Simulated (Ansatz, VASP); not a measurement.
CuO in VASP and in Ansatz

```
CELL_PARAMETERS angstrom
2.29010 -1.71800 0.07232
2.30021 1.73184 0.04783
-0.70334 -0.03871 5.09464
ATOMIC_POSITIONS crystal
Cu 0.01425 0.47965 0.06043
Cu 0.47088 0.15407 0.47412
O 0.56927 0.29603 0.26394
O 0.44560 0.57025 0.70150
```

Change from the starting cell: volume scaled by 0.98.

Alike in both runs: task single point; functional PBE; k mesh 10 × 10 × 5; occupations fermi-dirac, width 0.05 eV; no spin polarisation.

|  | VASP | Ansatz |
| --- | --- | --- |
| version | VASP 6.6.1 | Ansatz 0.2.0 |
| potentials or method | VASP PAW PBE potentials, release 64 (Cu, O), cutoff 520 eV | all-electron LAPW, scalar-relativistic |

```tsv
	VASP	Ansatz	Ansatz less VASP
gap on the k mesh at the Fermi level (eV)	none	none	-
pressure (GPa)	101.9	106.1	+4.14
traceless stress, the component that is largest in VASP (GPa)	81.82	83.53	+1.706
rms of the force components (eV/Å)	17.070	17.991	+0.9210
```

Atom by atom the forces differ by 0.960 eV/Å (rms over components). A gap of «none» marks a metal or a gap that the smearing closes. Both programs put the cell under a high pressure, so it lies far from rest at this level. Ansatz ran all-electron here, and VASP with PAW potentials.

Noted on VASP's run: the cell as given lies far from equilibrium.
